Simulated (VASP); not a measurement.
Crystal: BeTe.

```xyz
2
Lattice="0.0000 2.9341 2.8286 2.8286 0.0000 2.8286 2.8286 2.9341 0.0000" Properties=species:S:1:pos:R:3 pbc="T T T"
Be    0.0000    0.0000    0.0000
Te    1.4143    1.4671    1.4143
```

This cell differs from its parent crystal: uniaxial y strain +3.7%.

Program: VASP 6.6.1. Alike in all runs: task single point; potentials or basis VASP PAW PBE potentials, release 64 (Be, Te); no spin polarisation; cell as given; cutoff (eV) 520. Hardware: 1 thread of AMD EPYC 7R43 64-Core Processor (Zen 3), with other jobs on the host.

**Question.** Order these runs on this cell by their wall time, lowest first.
A. level r2SCAN; k mesh 8 × 8 × 8; smearing gaussian 0.01 eV
B. level PBE; k mesh 4 × 4 × 4; smearing gaussian 0.01 eV
C. level PBE; k mesh 8 × 8 × 8; smearing fermi-dirac 0.02 eV

**Answer.** B (7.8 s), C (28 s), A (160 s).

Caveats: some runs use coarse meshes.
